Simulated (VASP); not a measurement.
# Al6GeH2N6 in VASP: notebook, part 2 of 2

VASP 6.6.1. Earlier steps stand in the parts before.

**3. Single point, PBEsol**

The input, INCAR:

```
SYSTEM = Al6GeH2N6
PREC     = Accurate       ! precision mode
ENCUT    = 520            ! plane-wave cutoff, eV
EDIFF    = 1E-7           ! SCF threshold, eV
ISMEAR   = 0              ! smearing method
SIGMA    = 0.05           ! smearing width, eV
LREAL    = Auto         
LASPH    = .TRUE.         ! aspherical terms in the spheres
NELM     = 100            ! most SCF steps
ALGO     = Normal         ! electronic algorithm
ISIF     = 2              ! what is computed and relaxed
LWAVE    = .FALSE.        ! write WAVECAR
LCHARG   = .FALSE.        ! write CHGCAR
GGA      = PS             ! functional
NBANDS   = 45             ! bands
```

The input, KPOINTS:

```
Automatic mesh
0
G
  2 2 1
  0 0 0
```

The input, POSCAR:

```
Al6GeH2N6
1.0
    5.4455680000      0.0000000000      0.0000000000
   -2.7227840000      5.2851960000      0.0000000000
    0.0000000000      0.0000000000     16.3239630000
Al N Ge H
6 6 1 2
Direct
    0.6666667279      0.0000000000      0.0612596341
    0.1888161168      0.5325181885      0.0964599711
    0.2628574142      0.0727299423      0.1235245387
    0.6934898165      0.5941929117      0.1746721063
    0.8189312641      0.1800112995      0.2310725649
    0.2845398520      0.7513358067      0.2555246542
    0.5515325025      0.6634542976      0.0801472045
    0.9981484662      0.1947577725      0.1212629556
    0.0813799372      0.7292106102      0.1595066713
    0.5282798267      0.2411670258      0.2007862306
    0.6567465544      0.8210974579      0.2594776771
    0.0087099578      0.4658252977      0.3050825954
    0.8101170234      0.7040049224      0.3539377050
    1.0583751511      0.4421514358      0.3642957289
    0.5275181823      0.4563219604      0.3734785481
```

Potentials or basis: VASP PAW PBE potentials, release 64 (Al, N, Ge_d, H).

Command:

```sh
> cat potpaw_PBE.64/Al/POTCAR potpaw_PBE.64/N/POTCAR potpaw_PBE.64/Ge_d/POTCAR potpaw_PBE.64/H/POTCAR > POTCAR
> mpirun -np 1 vasp_std > vasp.out
```

OUTCAR:

```text
SYSTEM = Al6GeH2N6
   PREC = Accurate
   ENCUT = 520
   EDIFF = 1E-7
   ISMEAR = 0
   LREAL = Auto
   LASPH = .TRUE.
   NELM = 100
   ISIF = 2
   GGA = PS

 ion  position               nearest neighbor table
   1  0.667  0.000  0.061-   7 1.83   8 1.91   3 2.63   2 2.86   5 2.95   4 3.10   2 3.19   3 3.24

   2  0.189  0.533  0.096-   7 1.78   8 1.83   9 1.84   6 2.84   1 2.86   4 2.90   3 2.97   5 3.07
                             3 3.08   4 3.15   1 3.19
   3  0.263  0.073  0.124-  10 1.83   8 1.89   9 1.91   1 2.63   6 2.92   2 2.97   4 3.02   2 3.08
                             4 3.21   1 3.24   5 3.28   5 3.30
[... 419 lines left out ...]
    -2.722784000  5.285196000  0.000000000     0.000000000  0.189207742  0.000000000
     0.000000000  0.000000000 16.323963000     0.000000000  0.000000000  0.061259634

 POSITION                                       TOTAL-FORCE (eV/Angst)
 -----------------------------------------------------------------------------------
      3.63038      0.00000      1.00000        -0.213622     -0.000218     -0.024214
     -0.42172      2.81446      1.57461        -0.022287      0.004711      0.019844
      1.23338      0.38439      2.01641        -0.022815     -0.006448      0.008487
      2.15859      3.14043      2.85134        -0.019466      0.012947      0.013243
      3.96941      0.95140      3.77202         0.002228      0.002625     -0.015875
     -0.49624      3.97096      4.17118        -0.030452      0.030844      0.027626
      1.19697      3.50649      1.30832         0.011209     -0.000381     -0.013519
      4.90520      1.02933      1.97949        -0.010502      0.003661      0.000097
     -1.54232      3.85402      2.60378        -0.023215      0.013811      0.028576
      2.22014      1.27462      3.27763        -0.018446      0.032367      0.009535
      1.34069      4.33966      4.23570        -0.008454      0.023311     -0.006149
     -1.22091      2.46198      4.98016         0.029603     -0.032536     -0.003117
      2.49469      3.72080      5.77767         0.028638      0.145640      0.027697
     -0.88600      2.33686      5.94675         0.241369     -0.364391     -0.123209
      1.63017      2.41175      6.09665         0.056212      0.134058      0.050977
 -----------------------------------------------------------------------------------
    total drift:                               -0.000136      0.001249     -0.003158

  FREE ENERGIE OF THE ION-ELECTRON SYSTEM (eV)
  ---------------------------------------------------
  free  energy   TOTEN  =       -95.6038748828 eV

  energy  without entropy=      -95.6038748828  energy(sigma->0) =      -95.60387488
```

OSZICAR:

```text
N       E                     dE             d eps       ncg     rms          rms(c)
DAV:   1     0.551382331391E+03    0.55138E+03   -0.24988E+04   376   0.135E+03
DAV:   2     0.905060195251E+01   -0.54233E+03   -0.50843E+03   448   0.307E+02
DAV:   3    -0.107032172834E+03   -0.11608E+03   -0.11443E+03   497   0.148E+02
[... 17 lines left out ...]
DAV:  21    -0.956038669695E+02   -0.14939E-04   -0.16990E-06   464   0.551E-03    0.101E-03
DAV:  22    -0.956038723796E+02   -0.54100E-05   -0.37326E-07   344   0.302E-03    0.627E-04
DAV:  23    -0.956038745591E+02   -0.21796E-05   -0.16856E-07   344   0.146E-03    0.354E-04
DAV:  24    -0.956038748402E+02   -0.28107E-06   -0.31385E-08   320   0.893E-04    0.161E-04
DAV:  25    -0.956038748828E+02   -0.42607E-07   -0.11219E-08   312   0.529E-04
   1 F= -.95603875E+02 E0= -.95603875E+02  d E =-.506404E-13
```

Run time: 5.9 min. Hardware: 1 thread of AMD EPYC 7R13, shared host; peak memory 0.54 GiB.

Results:

```yaml
Free_energy: -95.6039 eV
Largest_force: 0.454 eV/Å
Band_gap_on_the_k_mesh: 1.50 eV (least direct gap 1.53 eV)
```

Forces on the atoms (eV/Å):
```
Al  -0.214  0.000 -0.024
Al  -0.022  0.005  0.020
Al  -0.023 -0.006  0.008
Al  -0.019  0.013  0.013
Al   0.002  0.003 -0.016
Al  -0.030  0.031  0.028
N    0.011  0.000 -0.014
N   -0.011  0.004  0.000
N   -0.023  0.014  0.029
N   -0.018  0.032  0.010
N   -0.008  0.023 -0.006
N    0.030 -0.033 -0.003
Ge   0.029  0.146  0.028
H    0.241 -0.364 -0.123
H    0.056  0.134  0.051
```

Caveat: the k points lie up to 0.65 Å⁻¹ apart; the PAW data sets were made with another functional, which shifts forces and pressure a little.

**4. Single point, PBEsol**

The input, INCAR:

```
SYSTEM = Al6GeH2N6
  ALGO = Normal
  EDIFF = 1E-6
  ENCUT = 520
  GGA = PS
  ISIF = 2
  ISMEAR = 0
  LASPH = .True.
  LCHARG = .False.
  LREAL = Auto
  LWAVE = .False.
  NBANDS = 45
  NELM = 100
  PREC = Accurate
  SIGMA = 0.05
```

The input, KPOINTS:

```
k-points
0
Gamma
  2 2 1
  0 0 0
```

The input, POSCAR:

```
Al6GeH2N6
1.0
    5.4455680000      0.0000000000      0.0000000000
   -2.7227840000      5.2851960000      0.0000000000
    0.0000000000      0.0000000000     16.3239630000
Al N Ge H
6 6 1 2
Direct
    0.6666667279      0.0000000000      0.0612596341
    0.2007761424      0.5317778186      0.1017189270
    0.2679803718      0.0689626269      0.1288240484
    0.7071720858      0.5950500227      0.1761155670
    0.8229923731      0.1753477071      0.2296648798
    0.2923690270      0.7369418277      0.2655146915
    0.5627636635      0.6670403520      0.0833877778
    1.0032382593      0.1910515712      0.1218228686
    0.0967650318      0.7272598783      0.1671937752
    0.5417112953      0.2491356990      0.2016080286
    0.6718378565      0.8198218193      0.2642532944
    0.0258103500      0.4317900415      0.3074254702
    0.9032075875      0.7599124044      0.3447126779
    1.0605132898      0.3742203695      0.3637177443
    0.6946247237      0.6041038024      0.4140912963
```

Command:

```sh
> cat potpaw_PBE.64/Al/POTCAR potpaw_PBE.64/N/POTCAR potpaw_PBE.64/Ge_d/POTCAR potpaw_PBE.64/H/POTCAR > POTCAR
> mpirun -np 1 vasp_std > vasp.out
```

It took 6.2 min on 1 thread of AMD EPYC 7R13, shared host; peak memory 0.54 GiB.

The run converged. Its results:

| Quantity | Value |
| --- | --- |
| Free energy | -95.8605 eV |
| Largest force | 0.057 eV/Å |
| Band gap on the k mesh | 1.23 eV |

Forces in eV/Å, atoms in the order of the input:
```
Al   0.042  0.028  0.027
Al  -0.020 -0.002  0.004
Al  -0.016 -0.008 -0.008
Al   0.005  0.010  0.006
Al   0.013  0.001  0.002
Al  -0.014  0.024 -0.009
N    0.018 -0.009 -0.012
N   -0.004 -0.007 -0.002
N   -0.015  0.003 -0.012
N   -0.004  0.001  0.006
N    0.018 -0.003  0.009
N   -0.011 -0.003 -0.004
Ge  -0.014 -0.016  0.009
H    0.004  0.004  0.017
H   -0.003 -0.023 -0.032
```

Levels at points of the mesh, in eV from the valence-band top:
| k point | band 30 | band 31 | band 32 | band 33 | band 34 | band 35 |
| --- | --- | --- | --- | --- | --- | --- |
| (0.00, 0.00, 0.00) | -1.75 | -1.53 | -0.24 | 1.89 | 2.12 | 2.50 |
| (0.50, 0.00, 0.00) | -1.83 | -1.40 | -0.06 | 1.58 | 2.24 | 2.52 |
| (0.50, 0.50, 0.00) | -1.41 | -1.36 | -0.03 | 1.46 | 2.03 | 2.15 |
| (0.00, 0.50, 0.00) | -1.75 | -1.25 | 0.00 | 1.23 | 1.88 | 2.59 |

Caveat: the k points lie up to 0.65 Å⁻¹ apart; the PAW data sets were made with another functional, which shifts forces and pressure a little.

**5. Summary**

```csv
cell,gap on the mesh (eV),largest force (eV/Å)
"as given, atomic positions A",1.45,0.02
"as given, atomic positions B",1.50,0.45
"as given, atomic positions C",1.23,0.06
```

Alike in all rows: task single point; level PBEsol; potentials or basis VASP PAW PBE potentials, release 64 (Al, N, Ge_d, H); no spin polarisation; k mesh 2 × 2 × 1; cutoff (eV) 520; smearing gaussian 0.05 eV.

Caveats: all runs use coarse meshes; the PAW data sets were made with another functional, which shifts forces and pressure a little.

Absolute energies hang on the potentials; compare differences alone.
